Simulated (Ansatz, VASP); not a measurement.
**One calculation of Al, two programs**

Contents of INCAR:

```
SYSTEM = Al
PREC = Accurate ; ENCUT = 520
EDIFF = 1E-6 ; ISMEAR = -1
SIGMA = 0.1 ; LREAL = .False.
LASPH = .True. ; NELM = 100
ALGO = Normal ; ISIF = 2
LWAVE = .False. ; LCHARG = .True.
LELF = .True. ; LVHAR = .True.
NBANDS = 14
```

Contents of KPOINTS:

```
Automatic mesh
0
Gamma
  14 14 4
  0 0 0
```

Contents of POSCAR:

```
Al
1.0
    2.8791738051      0.0000000000      0.0000000000
   -1.4395869025      2.4934376571      0.0000000000
    0.0000000000      0.0000000000      9.5468030340
Al
4
Direct
    1.0000000000      0.0000000000      0.0000000000
    1.0000000000      1.0000000000      0.5000000000
    0.3333333333      0.6666666667      0.2500000000
    0.6666666667      0.3333333333      0.7500000000
```

Input for Ansatz:

```yaml
crystal:
  lattice:
    - [2.8791738051, 0.0, 0.0]
    - [-1.4395869025, 2.4934376571, 0.0]
    - [0.0, 0.0, 9.546803034]
  atoms:
    - { symbol: Al, position: [1.0, 0.0, 0.0] }
    - { symbol: Al, position: [1.0, 1.0, 0.5] }
    - { symbol: Al, position: [0.3333333333, 0.6666666667, 0.25] }
    - { symbol: Al, position: [0.6666666667, 0.3333333333, 0.75] }
hamiltonian:
  xc: lda
  pseudopotentials:
    kind: paw
    azcp:
      Al: "pseudopotentials/Al.paw.azcp"
basis:
  ecutwfc: 420
  fft_grid_basis: typed
kpoints:
  mp_grid: { grid: [14, 14, 4], shift: [0, 0, 0] }
magnetization:
  spin_polarized: false
scf:
  occupations: { method: fermi_dirac, width: 0.1 }
  lower_state_search: "off"
output:
  stress: true
```

Alike in both runs: task single point; functional LDA; k mesh 14 × 14 × 4; occupations fermi-dirac, width 0.1 eV; no spin polarisation.

|  | VASP | Ansatz |
| --- | --- | --- |
| version | VASP 6.6.1 | Ansatz 0.2.0 |
| potentials or method | VASP PAW LDA potentials, release 64 (Al), cutoff 520 eV | plane waves (420 eV) with PAW, scalar-relativistic |
| valence electrons in the cell | 12 | 12 |

```tsv
	VASP	Ansatz	Ansatz less VASP
pressure (GPa)	-5.3	-5.4	-0.03
traceless stress, the component that is largest in VASP (GPa)	0.48	0.49	+0.003
```

Ansatz warns that its potentials were made for another functional, while VASP's fit it. LDA's correlation is that of Perdew and Zunger in VASP and of Perdew and Wang (1992) in Ansatz.
